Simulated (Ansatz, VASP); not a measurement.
**BN: VASP beside Ansatz**

The input INCAR:

```
SYSTEM = BN
ALGO = Normal
EDIFF = 1E-6
ENCUT = 520
GGA = PS
ISIF = 2
ISMEAR = 0
LASPH = .True.
LCHARG = .False.
LREAL = .False.
LWAVE = .False.
NBANDS = 16
NELM = 60
PREC = Accurate
SIGMA = 0.05
```

KPOINTS

```
k-points
0
Gamma
  12 12 4
  0 0 0
```

POSCAR

```
BN
1.0
    2.5043488457      0.0000000000      0.0000000000
   -1.2521744229      2.1688297203      0.0000000000
    0.0000000000      0.0000000000      7.0190956742
B N
2 2
Direct
    0.3333333333      0.6666666667      0.2500000000
    0.6666666667      0.3333333333      0.7500000000
    0.3601838899      0.5933095818      0.7500000000
    0.6666666667      0.3333333333      0.2500000000
```

Input for Ansatz:

```yaml
crystal:
  lattice:
    - [2.5043488457, 0.0, 0.0]
    - [-1.2521744229, 2.1688297203, 0.0]
    - [0.0, 0.0, 7.0190956742]
  atoms:
    - { symbol: B, position: [0.3333333333, 0.6666666667, 0.25] }
    - { symbol: B, position: [0.6666666667, 0.3333333333, 0.75] }
    - { symbol: "N", position: [0.3601838899, 0.5933095818, 0.75] }
    - { symbol: "N", position: [0.6666666667, 0.3333333333, 0.25] }
basis:
  ecutwfc: 420
kpoints:
  mp_grid: { grid: [12, 12, 4] }
hamiltonian:
  xc: pbesol
scf:
  occupations: { method: gaussian, width: 0.05 }
output:
  forces: true
  stress: true
  eigenvalues: true
```

Alike in both runs: task single point; functional PBEsol; k mesh 12 × 12 × 4; occupations gaussian, width 0.05 eV; no spin polarisation.

```csv
,VASP,Ansatz
version,VASP 6.6.1,Ansatz 0.2.0
potentials or method,"VASP PAW PBE potentials, release 64 (B, N), cutoff 520 eV","scalar-relativistic, plane waves, PAW"
valence electrons in the cell,16,16
```

Ansatz gave:

```
gap on the k mesh at the Fermi level (eV)                     : 2.59
least direct gap on the mesh (eV)                             : 3.73
pressure (GPa)                                                : 11.1
traceless stress, the component that is largest in VASP (GPa) : 17.52
rms of the force components (eV/Å)                            : 5.250
```

**Question.** What did VASP give for the same quantities?

**Answer.** gap on the k mesh at the Fermi level (eV): 2.58; least direct gap on the mesh (eV): 3.72; pressure (GPa): 11.3; traceless stress, the component that is largest in VASP (GPa): 17.84; rms of the force components (eV/Å): 5.270.

VASP's potentials were made for PBE, not for PBEsol. Atom by atom the forces differ by 0.020 eV/Å (rms over components).
